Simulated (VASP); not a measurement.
Input of a VASP 6.6.1 run:

File INCAR:

```
SYSTEM = Ta2N
PREC = Accurate
ENCUT = 520
EDIFF = 1E-6
ISMEAR = 0
SIGMA = 0.15
LREAL = .FALSE.
LASPH = .TRUE.
NELM = 80
ALGO = Normal
ISIF = 2
LWAVE = .FALSE.
LCHARG = .FALSE.
GGA = PS
NBANDS = 36
```

File KPOINTS:

```
Automatic mesh
0
G
  17 17 5
  0 0 0
```

File POSCAR:

```
Ta2N
1.0
   -3.0786153856      0.0000000000      0.0000000000
   -1.5393076928     -2.6661591324      0.0000000000
    0.0000000000      0.0000000000     10.3965143614
Ta N
4 2
Direct
    0.6666666667      0.6666666667      0.1142453440
    0.6666666667      0.6666666667      0.5781755626
    0.3333333333      0.3333333333      0.8136150932
    0.3333333333      0.3333333333      0.3496848746
    0.0000000000      0.0000000000      0.2319651093
    0.0000000000      0.0000000000      0.6958953279
```

Potentials or basis: VASP PAW PBE potentials, release 64 (Ta_pv, N).

The run is started by

```sh
$ cat potpaw_PBE.64/Ta_pv/POTCAR potpaw_PBE.64/N/POTCAR > POTCAR
$ mpirun -np 1 vasp_std > vasp.out
```

Task: What does it give for the band gap on the k mesh?

Result: Zero (bands 27 and 28 overlap by 1.10 eV).

Task: Estimate the pressure.

Result: -7.6 GPa.

Task: Estimate the largest force.

Result: 1.883 eV/Å.

Forces in eV/Å, atoms in the order of the input:
```
Ta   0.000  0.000 -1.883
Ta   0.000  0.000  0.040
Ta   0.000  0.000  1.883
Ta   0.000  0.000 -0.040
N    0.000  0.000 -0.105
N    0.000  0.000  0.105
```

Caveat: the cell differs from its parent crystal (the distance across one plane changed); the stress differs along the axes, from -15 to -4 GPa; the PAW data sets were made with another functional, which shifts forces and pressure a little; spin-orbit coupling is left out, which moves the levels of the heavy elements.
